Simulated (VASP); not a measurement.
Crystal: Nb2PdSe4.

```
CELL_PARAMETERS angstrom
4.03508 0.00000 0.00000
0.00000 4.03508 0.00000
0.00000 0.00000 9.88117
ATOMIC_POSITIONS crystal
Nb 0.50000 0.00000 0.76450
Nb 0.00000 0.50000 0.23550
Pd 0.50000 0.50000 0.50000
Se 0.50000 0.00000 0.32801
Se 0.00000 0.50000 0.67199
Se 0.50000 0.50000 0.00000
Se 0.00000 0.00000 0.00000
```

```yaml
Program: VASP 6.6.1
Task: relaxation of cell and atoms
Functional: PBE
Potentials_or_basis: VASP PAW PBE potentials, release 64 (Nb_sv, Pd, Se)
Cutoff: 600 eV
k_mesh: 3 × 3 × 2
Occupations: gaussian, width 0.15 eV
Spin: no spin polarisation
```

At the start: pressure -12.1 GPa; volume 22.98 Å³/atom.

Task: How do energy, volume and symmetry change on relaxing?

Result: Over 11 steps the energy falls by 387.6 meV/atom and the volume is 19.22 Å³/atom (-16.4 %); space group P-4m2 (No. 115, to 0.05 Å).

Step by step:
| step | energy change (eV) | largest force (eV/Å) | pressure (GPa) | volume (Å³) |
| --- | --- | --- | --- | --- |
| 1 | 0.0000 | 0.9779 | -12.10 | 160.88 |
| 2 | -1.5049 | 1.3176 | 10.60 | 123.57 |
| 3 | -1.6435 | 1.4344 | 3.26 | 130.47 |
| 4 | -2.3360 | 0.6926 | 6.26 | 127.02 |
| 5 | -2.4127 | 0.2477 | 9.99 | 124.72 |
| 6 | -2.5340 | 0.5501 | -3.82 | 140.83 |
| 7 | -2.6798 | 0.2484 | 1.30 | 133.54 |
| 8 | -2.7067 | 0.1613 | 0.10 | 134.63 |
| 9 | -2.7077 | 0.2317 | -0.18 | 134.89 |
| 10 | -2.7117 | 0.1483 | 0.11 | 134.71 |
| 11 | -2.7129 | 0.0708 | 0.38 | 134.55 |

Final structure:
```xyz
7
Lattice="4.0838 0.0000 0.0000 0.0000 4.0838 0.0000 0.0000 0.0000 8.0676" Properties=species:S:1:pos:R:3 pbc="T T T"
Nb    2.0419    0.0000    6.3464
Nb    0.0000    2.0419    1.7212
Pd    2.0419    2.0419    4.0338
Se    2.0419    4.0838    2.5398
Se    0.0000    2.0419    5.5278
Se    2.0419    2.0419    0.0000
Se    4.0838    0.0000    0.0000
```

Caveat: the k points lie up to 0.51 Å⁻¹ apart in the final cell; the volume moved by over 15 % at a fixed basis, so the end points are rough; the relaxation stopped at a loose force limit of 0.08 eV/Å, so its end isn't a converged minimum.
